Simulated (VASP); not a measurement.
# SnO2 (R-3m) in VASP: a series of runs

The runs below take SnO2 through single point, with LDA.

Program: VASP 6.6.1. These are calculated values, not measurements. Logs are shortened: lines on timing, memory, paths and dates and some standing lists are left out, and cuts for length are marked.

### 1 The cell of the first run

Symmetry: R-3m, No. 166, trigonal system. The conventional cell has a = 3.156 Å, b = 3.156 Å, c = 12.649 Å, α = 90.00°, β = 90.00°, γ = 120.00°. Within 2.7 Å of Sn (site symmetry -3m) lie 6 O at 2.08 Å. Within 2.7 Å of O (site symmetry 3m) lie 3 Sn at 2.08 Å and 3 O at 2.70 Å.

### 2 Single point, LDA

The input, INCAR:

```
ALGO     = Normal         # electronic algorithm
EDIFF    = 1E-6           # SCF threshold, eV
ENCUT    = 520            # plane-wave cutoff, eV
ISIF     = 2              # what is computed and relaxed
ISMEAR   = 0              # smearing method
LASPH    = T              # aspherical terms in the spheres
LCHARG   = T              # write CHGCAR
LELF     = T              # ELF
LREAL    = F              # projectors in reciprocal space
LVHAR    = T            
LWAVE    = F              # write WAVECAR
NBANDS   = 20             # bands
NELM     = 80             # most SCF steps
PREC     = Accurate       # precision mode
SIGMA    = 0.05           # smearing width, eV
```

The input, KPOINTS:

```
k-points
0
Gamma
  12 12 12
```

The input, POSCAR:

```
SnO2
1.0
    1.5780415591      0.9110827190      4.2163176994
   -1.5780415591      0.9110827190      4.2163176994
    0.0000000000     -1.8221654379      4.2163176994
Sn O
1 2
Direct
    0.5000000000      0.5000000000      0.5000000000
    0.2451905456      0.2451905456      0.2451905456
    0.7548094544      0.7548094544      0.7548094544
```

Potentials or basis: VASP PAW LDA potentials, release 64 (Sn_d, O).

The run is started by

```sh
$ cat potpaw_LDA.64/Sn_d/POTCAR potpaw_LDA.64/O/POTCAR > POTCAR
$ mpirun -np 1 vasp_std > vasp.out
```

OUTCAR:

```text
EDIFF = 1E-6
   ENCUT = 520
   ISIF = 2
   ISMEAR = 0
   LASPH = T
   LREAL = F
   NELM = 80
   PREC = Accurate

 ion  position               nearest neighbor table
   1  0.500  0.500  0.500-   2 2.08   2 2.08   3 2.08   3 2.08   2 2.08   3 2.08
   2  0.245  0.245  0.245-   1 2.08   1 2.08   1 2.08
   3  0.755  0.755  0.755-   1 2.08   1 2.08   1 2.08

  LATTYP: Found a trigonal (rhomboedric) cell.
 ALAT       =     4.5932147593
 COS(alpha) =     0.7639340412

  Lattice vectors:

 A1 = (   1.5780415591,   0.9110827190,   4.2163176994)
 A2 = (  -1.5780415591,   0.9110827190,   4.2163176994)
 A3 = (   0.0000000000,  -1.8221654379,   4.2163176994)

Analysis of symmetry for initial positions (statically):
=====================================================================
 Subroutine PRICEL returns:
 Original cell was already a primitive cell.

 Routine SETGRP: Setting up the symmetry group for a
 trigonal (rhombohedral) supercell.

 Subroutine GETGRP returns: Found 12 space group operations
 (whereof 12 operations were pure point group operations)
 out of a pool of 12 trial point group operations.

The static configuration has the point symmetry D_3d.

Analysis of symmetry for dynamics (positions and initial velocities):
=====================================================================
 Subroutine PRICEL returns:
 Original cell was already a primitive cell.

 Routine SETGRP: Setting up the symmetry group for a
 trigonal (rhombohedral) supercell.

 Subroutine GETGRP returns: Found 12 space group operations
 (whereof 12 operations were pure point group operations)
 out of a pool of 12 trial point group operations.

The dynamic configuration has the point symmetry D_3d.

 Subroutine INISYM returns: Found 12 space group operations
 (whereof 12 operations are pure point group operations),
 and found     1 'primitive' translations

----------------------------------------------------------------------------------------

                                     Primitive cell

  volume of cell :      36.3715

  direct lattice vectors                    reciprocal lattice vectors
     1.578041559  0.911082719  4.216317699     0.316848436  0.182932530  0.079057926
    -1.578041559  0.911082719  4.216317699    -0.316848436  0.182932530  0.079057926
     0.000000000 -1.822165438  4.216317699     0.000000000 -0.365865060  0.079057926
[... 78 lines left out ...]
   ISTART =      0    job   : 0-new  1-cont  2-samecut
   ICHARG =      2    charge: 1-file 2-atom 10-const
   ISPIN  =      1    spin polarized calculation?
   LNONCOLLINEAR =      F non collinear calculations
   LSORBIT =      F    spin-orbit coupling
   LASPH  =      T    aspherical Exc in radial PAW
   ENCUT  =  520.0 eV  38.22 Ry    6.18 a.u.   8.54  8.54  8.54*2*pi/ulx,y,z
   NELM   =     80;   NELMIN=  2; NELMDL= -5     # of ELM steps
   EDIFF  = 0.1E-05   stopping-criterion for ELM
   LREAL  =      F    real-space projection
   EDIFFG = 0.1E-04   stopping-criterion for IOM
   NSW    =      0    number of steps for IOM
   IBRION =     -1    ionic relax: 0-MD 1-quasi-New 2-CG
   NFREE  =      0    steps in history (QN), initial steepest desc. (CG)
   ISIF   =      2    stress and relaxation
   ISYM   =      2    0-nonsym 1-usesym 2-fastsym
   POTIM  = 0.5000    time-step for ionic-motion
   TEBEG  =    0.0;   TEEND  =   0.0 temperature during run
   PSTRESS=    0.0 pullay stress
   NELECT =      26.0000    total number of electrons
   NUPDOWN=      -1.0000    fix difference up-down
   EMIN   =  10.00;   EMAX   =-10.00  energy-range for DOS
   EFERMI =   0.00;   METHOD = LEGACY
   ISMEAR =     0;   SIGMA  =   0.05  broadening in eV -4-tet -1-fermi 0-gaus
   EFERMI_NEDOS =   21; number of points for ismear=-14 and -15
   IALGO  =     38    algorithm
   IMIX   =      4    mixing-type and parameters
     AMIX     =   0.40;   BMIX     =  1.00
     AMIX_MAG =   1.60;   BMIX_MAG =  1.00
  volume/ion in A,a.u.               =      12.12        81.82
  Fermi-wavevector in a.u.,A,eV,Ry     =   1.463791  2.766163 29.152978  2.142683
  Thomas-Fermi vector in A             =   2.579844
   LORBIT       =      0    0 simple, 1 ext, 2 COOP (PROOUT), +10 PAW based schemes
   GGA     = CA    functional components
   LHFCALC =     F    Hartree Fock is set to
   AEXX    =    0.0000 exact exchange contribution
   IVDW    =     0    specifies the selected vdW correction
   LEPSILON=     F    determine dielectric tensor
   LRPA    =     F    only Hartree local field effects (RPA)
 non-spin polarized calculation
 Gauss-broadening in eV      SIGMA  =   0.05
  energy-cutoff  :      520.00
  volume of cell :       36.37
 maximum number of plane-waves:       991
 NGX is ok and might be reduce to    36

 number of electron      26.0000004 magnetization

 Free energy of the ion-electron system (eV)
  ---------------------------------------------------
  ext. energy  EPLUGINS =         0.00000000
  ---------------------------------------------------
  free energy    TOTEN  =       -20.53280972 eV

  energy without entropy =      -20.53280972  energy(sigma->0) =      -20.53280972

 E-fermi :   5.6454     XC(G=0): -11.6598

 val. band max:        5.3430642567   @ k =   0.0000   0.0000   0.0000
 cond. band min:       7.2603399018   @ k =   0.0000   0.0000   0.0000
 fundamental gap:      1.9172756451
 Fermi energy:         5.6454455116

 k-point     1 :       0.0000    0.0000    0.0000
  band No.  band energies     occupation
      1     -14.8487      2.00000
      2     -14.5343      2.00000
      3     -14.5343      2.00000
      4     -14.2510      2.00000
      5     -14.2510      2.00000
      6     -13.1018      2.00000
[... 541 lines left out ...]
     19      19.3491      0.00000
     20      20.7432      0.00000

 [... further k-points ...]
[... 5 lines left out ...]
  --------------------------------------------------------------------------------------
  -------------------------------------------------------------------------------------
  Total        1.5170509      1.5170509      0.0149747      0.0000000      0.0000000     -0.0000000
  in kB       66.8266856     66.8266856      0.6596407      0.0000000      0.0000000     -0.0000000
  external PRESSURE =      44.7710040 kB  Pullay stress =       0.0000000 kB

 VOLUME and BASIS-vectors are now :
 -----------------------------------------------------------------------------
  energy-cutoff  :      520.00
  volume of cell :       36.37
      direct lattice vectors                 reciprocal lattice vectors
     1.578041559  0.911082719  4.216317699     0.316848436  0.182932530  0.079057926
    -1.578041559  0.911082719  4.216317699    -0.316848436  0.182932530  0.079057926
     0.000000000 -1.822165438  4.216317699     0.000000000 -0.365865060  0.079057926

 POSITION                                       TOTAL-FORCE (eV/Angst)
 -----------------------------------------------------------------------------------
      0.00000      0.00000      6.32448         0.000000      0.000000      0.000000
      0.00000      0.00000      3.10140         0.000000      0.000000      0.010472
      0.00000      0.00000      9.54755         0.000000     -0.000000     -0.010472
 -----------------------------------------------------------------------------------
    total drift:                                0.000000     -0.000000      0.000000

  FREE ENERGIE OF THE ION-ELECTRON SYSTEM (eV)
  ---------------------------------------------------
  free  energy   TOTEN  =       -20.5328097169 eV

  energy  without entropy=      -20.5328097169  energy(sigma->0) =      -20.53280972
```

OSZICAR:

```text
N       E                     dE             d eps       ncg     rms          rms(c)
DAV:   1     0.248951463665E+03    0.24895E+03   -0.14025E+04  8048   0.203E+03
DAV:   2     0.330383049288E+01   -0.24565E+03   -0.23274E+03  8212   0.496E+02
DAV:   3    -0.227763730423E+02   -0.26080E+02   -0.25815E+02  8712   0.138E+02
DAV:   4    -0.234698213698E+02   -0.69345E+00   -0.69278E+00  8428   0.237E+01
DAV:   5    -0.234830810350E+02   -0.13260E-01   -0.13259E-01  9128   0.350E+00    0.108E+01
DAV:   6    -0.206199070970E+02    0.28632E+01   -0.10433E+01 11572   0.565E+01    0.459E+00
DAV:   7    -0.205808195381E+02    0.39088E-01   -0.59299E-01  7804   0.642E+00    0.211E+00
DAV:   8    -0.205369743796E+02    0.43845E-01   -0.67555E-02  8428   0.262E+00    0.447E-01
DAV:   9    -0.205326984804E+02    0.42759E-02   -0.83125E-03 11172   0.154E+00    0.757E-02
DAV:  10    -0.205328080442E+02   -0.10956E-03   -0.11764E-03  7920   0.272E-01    0.315E-02
DAV:  11    -0.205328100279E+02   -0.19837E-05   -0.27227E-05 10720   0.589E-02    0.189E-02
DAV:  12    -0.205328097169E+02    0.31100E-06   -0.33824E-06  7608   0.237E-02
   1 F= -.20532810E+02 E0= -.20532810E+02  d E =-.255741E-20
```

stdout:

```text
POSCAR found type information on POSCAR SnO
 POSCAR found :  2 types and       3 ions
 scaLAPACK will be used
 LDA part: xc-table for (Slater(with rela. corr.)+CA(PZ))
 , standard interpolation
 POSCAR, INCAR and KPOINTS ok, starting setup
 FFT: planning ... GRIDC
 FFT: planning ... GRID_SOFT
 FFT: planning ... GRID
 WAVECAR not read
 entering main loop
```

It took 2 min on 1 thread of Intel Xeon Platinum 8488C (Sapphire Rapids), shared host; peak memory 0.26 GiB.

What came out:

| Item | Value |
| --- | --- |
| Free energy | -20.5328 eV |
| Pressure | 4.5 GPa |
| Largest force | 0.010 eV/Å |
| Band gap on the k mesh | 1.92 eV |

Forces in eV/Å, atoms in the order of the input:
```
Sn   0.000  0.000  0.000
O    0.000  0.000  0.010
O    0.000  0.000 -0.010
```

Stress tensor (GPa, compression positive):
```
6.68 0.00 0.00
0.00 6.68 0.00
0.00 0.00 0.07
```

Levels at points of the mesh, in eV from the valence-band top:
```
           k point  band 10  band 11  band 12  band 13  band 14  band 15  band 16  band 17
(0.00, 0.00, 0.00)    -1.55    -1.20    -1.20     0.00     1.92     5.47    11.01    11.01
(0.50, 0.00, 0.00)    -3.34    -2.13    -1.21    -1.00     5.76     7.95    10.19    12.52
(0.50, 0.50, 0.00)    -3.66    -1.24    -0.54    -0.01     5.08     6.82    11.18    11.22
(0.50, 0.50, 0.50)    -1.79    -1.79    -1.02    -1.02     3.94     5.95    11.52    11.52
```

Caveat: the stress differs along the axes, from 0 to 7 GPa; spin-orbit coupling is left out, which moves the levels of the heavy elements.

### 3 Single point, LDA

This run uses another cell than the first one, of the same volume but with other edges.

The input, INCAR:

```
SYSTEM = SnO2
PREC = Accurate
ENCUT = 520
EDIFF = 1E-7
ISMEAR = 0
SIGMA = 0.05
LREAL = .FALSE.
LASPH = .TRUE.
NELM = 100
ALGO = Normal
ISIF = 2
LWAVE = .FALSE.
LCHARG = .FALSE.
GGA = CA
NBANDS = 20
```

The input, KPOINTS:

```
Automatic mesh
0
G
  12 12 12
  0 0 0
```

The input, POSCAR:

```
SnO2
1.0
    1.7277658029      0.9975260514      3.5172274409
   -1.7277658029      0.9975260514      3.5172274409
    0.0000000000     -1.9950521028      3.5172274409
Sn O
1 2
Direct
    0.5000000000      0.5000000000      0.5000000000
    0.2451905456      0.2451905456      0.2451905456
    0.7548094544      0.7548094544      0.7548094544
```

Potentials or basis: VASP PAW LDA potentials, release 64 (Sn_d, O).

The run is started by

```sh
$ cat potpaw_LDA.64/Sn_d/POTCAR potpaw_LDA.64/O/POTCAR > POTCAR
$ mpirun -np 1 vasp_std > vasp.out
```

It took 1.9 min on 1 thread of Intel Xeon Platinum 8488C (Sapphire Rapids), shared host; peak memory 0.24 GiB.

It converged, with:

```yaml
Free_energy: -20.3498 eV
Pressure: -12.8 GPa
Largest_force: 0.215 eV/Å
Band_gap_on_the_k_mesh: 0.15 eV (least direct gap 0.24 eV)
```

Forces on the atoms (eV/Å):
```
Sn   0.000  0.000  0.000
O    0.000  0.000  0.215
O    0.000  0.000 -0.215
```

Stress tensor (GPa, compression positive):
```
-15.76   0.00   0.00
  0.00 -15.76   0.00
  0.00   0.00  -6.84
```

Levels at points of the mesh, in eV from the valence-band top:
| k point | band 11 | band 12 | band 13 | band 14 | band 15 | band 16 |
| --- | --- | --- | --- | --- | --- | --- |
| (0.00, 0.00, 0.00) | -1.61 | -1.61 | -0.09 | 0.15 | 4.86 | 8.45 |
| (0.50, 0.00, 0.00) | -2.28 | -1.71 | -1.43 | 4.63 | 7.81 | 8.27 |
| (0.50, 0.50, 0.00) | -0.37 | -0.27 | 0.00 | 3.49 | 6.27 | 9.72 |
| (0.50, 0.50, 0.50) | -2.40 | -1.66 | -1.66 | 3.49 | 6.32 | 9.95 |

Caveat: the stress differs along the axes, from -16 to -7 GPa; semilocal functionals underestimate gaps, and a narrow one can read as zero; spin-orbit coupling is left out, which moves the levels of the heavy elements. A k mesh can miss the band edges.

### 4 Single point, LDA

This run uses another cell than the first one, of the same volume but with other edges.

The input, INCAR:

```
PREC = Accurate
ENCUT = 520
EDIFF = 1E-7
ISMEAR = 0
SIGMA = 0.05
LREAL = F
LASPH = T
NELM = 80
ALGO = Normal
ISIF = 2
LWAVE = F
LCHARG = F
GGA = CA
NBANDS = 20
```

The input, KPOINTS:

```
regular mesh
0
Gamma
  12 12 12
```

The input, POSCAR:

```
SnO2
1.0
    1.4696043162      0.8484764476      4.8614896223
   -1.4696043162      0.8484764476      4.8614896223
    0.0000000000     -1.6969528951      4.8614896223
Sn O
1 2
Direct
    0.5000000000      0.5000000000      0.5000000000
    0.2451905456      0.2451905456      0.2451905456
    0.7548094544      0.7548094544      0.7548094544
```

Potentials or basis: VASP PAW LDA potentials, release 64 (Sn_d, O).

The run is started by

```sh
$ cat potpaw_LDA.64/Sn_d/POTCAR potpaw_LDA.64/O/POTCAR > POTCAR
$ mpirun -np 1 vasp_std > vasp.out
```

OUTCAR:

```text
PREC = Accurate
   ENCUT = 520
   EDIFF = 1E-7
   ISMEAR = 0
   LREAL = F
   LASPH = T
   NELM = 80
   ISIF = 2
   GGA = CA

 ion  position               nearest neighbor table
   1  0.500  0.500  0.500-   2 2.05   3 2.05   2 2.05   2 2.05   3 2.05   3 2.05
   2  0.245  0.245  0.245-   1 2.05   1 2.05   1 2.05
   3  0.755  0.755  0.755-   1 2.05   1 2.05   1 2.05

  LATTYP: Found a trigonal (rhomboedric) cell.
 ALAT       =     5.1491485195
 COS(alpha) =     0.8370854039

  Lattice vectors:

 A1 = (   1.4696043162,   0.8484764476,   4.8614896223)
 A2 = (  -1.4696043162,   0.8484764476,   4.8614896223)
 A3 = (   0.0000000000,  -1.6969528951,   4.8614896223)

Analysis of symmetry for initial positions (statically):
=====================================================================
 Subroutine PRICEL returns:
 Original cell was already a primitive cell.

 Routine SETGRP: Setting up the symmetry group for a
 trigonal (rhombohedral) supercell.

 Subroutine GETGRP returns: Found 12 space group operations
[... 164 lines left out ...]
  free energy    TOTEN  =       -19.80619004 eV

  energy without entropy =      -19.80619004  energy(sigma->0) =      -19.80619004

 E-fermi :   4.9921     XC(G=0): -11.5319

 val. band max:        4.6702849119   @ k =   0.5000   0.5000   0.0000
 cond. band min:       7.6917850860   @ k =   0.0000   0.0000   0.0000
 fundamental gap:      3.0215001741
 Fermi energy:         4.9921346703

 k-point     1 :       0.0000    0.0000    0.0000
  band No.  band energies     occupation
      1     -15.2649      2.00000
      2     -15.0223      2.00000
      3     -15.0223      2.00000
      4     -14.5284      2.00000
      5     -14.5284      2.00000
      6     -13.8726      2.00000
[... 541 lines left out ...]
     19      18.7308      0.00000
     20      20.9493      0.00000

 [... further k-points ...]

------------------------ aborting loop because EDIFF is reached ----------------------------------------

  FORCE on cell =-STRESS in cart. coord.  units (eV):
  Direction    XX          YY          ZZ          XY          YZ          ZX
  --------------------------------------------------------------------------------------
  -------------------------------------------------------------------------------------
  Total        7.7375961      7.7375961     -1.4957667      0.0000000     -0.0000000      0.0000000
  in kB      340.8441258    340.8441258    -65.8891074      0.0000000     -0.0000000      0.0000000
  external PRESSURE =     205.2663814 kB  Pullay stress =       0.0000000 kB

 VOLUME and BASIS-vectors are now :
 -----------------------------------------------------------------------------
  energy-cutoff  :      520.00
  volume of cell :       36.37
      direct lattice vectors                 reciprocal lattice vectors
     1.469604316  0.848476448  4.861489622     0.340227634  0.196430516  0.068566090
    -1.469604316  0.848476448  4.861489622    -0.340227634  0.196430516  0.068566090
     0.000000000 -1.696952895  4.861489622     0.000000000 -0.392861033  0.068566090

 POSITION                                       TOTAL-FORCE (eV/Angst)
 -----------------------------------------------------------------------------------
      0.00000      0.00000      7.29223         0.000000     -0.000000      0.000000
      0.00000      0.00000      3.57597        -0.000000     -0.000000     -0.568907
      0.00000      0.00000     11.00849        -0.000000      0.000000      0.568907
 -----------------------------------------------------------------------------------
    total drift:                                0.000000      0.000000      0.000000

  FREE ENERGIE OF THE ION-ELECTRON SYSTEM (eV)
  ---------------------------------------------------
  free  energy   TOTEN  =       -19.8061900427 eV

  energy  without entropy=      -19.8061900427  energy(sigma->0) =      -19.80619004
```

stdout:

```text
POSCAR found type information on POSCAR SnO
 POSCAR found :  2 types and       3 ions
 scaLAPACK will be used
 LDA part: xc-table for (Slater(with rela. corr.)+CA(PZ))
 , standard interpolation
 POSCAR, INCAR and KPOINTS ok, starting setup
 FFT: planning ... GRIDC
 FFT: planning ... GRID_SOFT
 FFT: planning ... GRID
 WAVECAR not read
 entering main loop
```

Wall time 3.5 min (1 thread of Intel Xeon Platinum 8488C (Sapphire Rapids), shared host); peak memory 0.28 GiB.

Results:

| Quantity | Value |
| --- | --- |
| Free energy | -19.8062 eV |
| Pressure | 20.5 GPa |
| Largest force | 0.569 eV/Å |
| Band gap on the k mesh | 3.02 eV (least direct gap 3.28 eV) |

Forces in eV/Å, atoms in the order of the input:
```
Sn   0.000  0.000  0.000
O    0.000  0.000 -0.569
O    0.000  0.000  0.569
```

Caveat: the stress differs along the axes, from -7 to 34 GPa; spin-orbit coupling is left out, which moves the levels of the heavy elements.

### 5 The runs side by side

| cell | gap on the mesh (eV) | pressure (GPa) | largest force (eV/Å) |
| --- | --- | --- | --- |
| a = 4.593 Å, angles 40.2°, 3 atoms | 1.92 | 4.5 | 0.01 |
| a = 4.044 Å, angles 50.6°, 3 atoms | 0.15 | -12.8 | 0.22 |
| a = 5.149 Å, angles 33.2°, 3 atoms | 3.02 | 20.5 | 0.57 |

Alike in all rows: task single point; level LDA; potentials or basis VASP PAW LDA potentials, release 64 (Sn_d, O); no spin polarisation; k mesh 12 × 12 × 12; cutoff (eV) 520; smearing gaussian 0.05 eV.

Caveats: spin-orbit coupling is left out, which moves the levels of the heavy elements; the stress differs along the axes, from 0 to 7 GPa (at least some runs); the stress differs along the axes, from -16 to -7 GPa (at least some runs); semilocal functionals underestimate gaps, and a narrow one can read as zero (at least some runs); the stress differs along the axes, from -7 to 34 GPa (at least some runs).

Absolute energies hang on the potentials; compare differences alone.
